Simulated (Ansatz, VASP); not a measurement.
## Al: VASP beside Ansatz

The input INCAR:

```
PREC = Accurate
ENCUT = 520
EDIFF = 1E-7
ISMEAR = -1
SIGMA = 0.1
LREAL = F
LASPH = T
NELM = 60
ALGO = Normal
ISIF = 2
LWAVE = F
LCHARG = F
GGA = B5
ALDAX = 1.0
AGGAX = 1.0
AGGAC = 1.0
ALDAC = 0.0
NBANDS = 10
```

The input KPOINTS:

```
Automatic mesh
0
Gamma
  17 17 12
```

File POSCAR:

```
Al
1.0
   -3.3238899678      2.8952834259      1.4135682676
    2.8952834259     -3.3238899678      1.4135682676
    2.5542294589      2.5542294589     -2.1985619341
Al
2
Direct
    0.9885491666      0.0114508334      0.0000000000
    0.7614508334      0.2385491666      0.5000000000
```

Input for Ansatz:

```yaml
crystal:
  lattice:
    - [-3.3238899678, 2.8952834259, 1.4135682676]
    - [2.8952834259, -3.3238899678, 1.4135682676]
    - [2.5542294589, 2.5542294589, -2.1985619341]
  atoms:
    - { symbol: Al, position: [0.9885491666, 0.0114508334, 0.0] }
    - { symbol: Al, position: [0.7614508334, 0.2385491666, 0.5] }
hamiltonian:
  xc: blyp
  pseudopotentials:
    kind: paw
    azcp:
      Al: "pseudopotentials/Al.paw.azcp"
basis:
  ecutwfc: 420
  fft_grid_basis: typed
kpoints:
  mp_grid: { grid: [17, 17, 12], shift: [0, 0, 0] }
magnetization:
  spin_polarized: false
scf:
  occupations: { method: fermi_dirac, width: 0.1 }
  lower_state_search: "off"
output:
  stress: true
```

Alike in both runs: task single point; functional BLYP; k mesh 17 × 17 × 12; occupations fermi-dirac, width 0.1 eV; no spin polarisation.

```csv
,VASP,Ansatz
version,VASP 6.6.1,Ansatz 0.2.0
potentials or method,"VASP PAW PBE potentials, release 64 (Al), cutoff 520 eV","plane waves (420 eV) with PAW, scalar-relativistic"
valence electrons in the cell,6,6
```

```csv
,VASP,Ansatz,Ansatz less VASP
pressure (GPa),-1.9,-1.9,-0.06
"traceless stress, the component that is largest in VASP (GPa)",0.44,0.44,-0.001
```

VASP's potentials were made for PBE, not for BLYP. The functional is the same, so the differences come from potentials, cutoffs and numerics.
